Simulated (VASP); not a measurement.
Write the native input for VASP 6.6.1 that does the following.

```
Task                   : single point
Functional             : PBE
Dispersion             : D4
Potentials or basis    : VASP PAW PBE potentials, release 64 (Si)
Cutoff                 : 500 eV
k mesh                 : 11 × 11 × 11
Occupations            : gaussian, width 0.05 eV
Spin                   : no spin polarisation
Dipole correction      : no
Further INCAR settings : ALGO = Normal; EDIFF = 1e-06; NBANDS = 8
```

The structure of Si lies in POSCAR:

```
Si
1.0
   -1.6483090341      1.6483090341      1.3376743609
    1.6483090341     -1.6483090341      1.3376743609
    1.6483090341      1.6483090341     -1.3376743609
Si
1
Direct
    0.0000000000      0.0000000000      0.0000000000
```

The input as run:

INCAR

```
SYSTEM = Si
ALGO = Normal
EDIFF = 1E-6
ENCUT = 500
GGA = PE
GGA_COMPAT = .FALSE.
ISIF = 2
ISMEAR = 0
IVDW = 13
LASPH = .TRUE.
LCHARG = .FALSE.
LREAL = .FALSE.
LWAVE = .FALSE.
NBANDS = 8
NELM = 120
PREC = Accurate
SIGMA = 0.05
```

KPOINTS

```
k-points
0
G
  11 11 11
  0 0 0
```

Potentials or basis: VASP PAW PBE potentials, release 64 (Si).

The run is started by

```sh
$ cat potpaw_PBE.64/Si/POTCAR > POTCAR
$ mpirun -np 1 vasp_std > vasp.out
```

It gave:

The pressure is -4.7 GPa, the band gap on the k mesh is zero (band 2 reaches 19.55 eV, above the bottom of band 3 at 6.97 eV) and the dispersion energy per atom is -0.440 eV.

Caveat: pairwise dispersion overbinds metals, which lowers pressure and volume.

Run time: 13 s on 1 thread of AMD EPYC 7R13, on a shared host, peak memory 0.09 GiB.
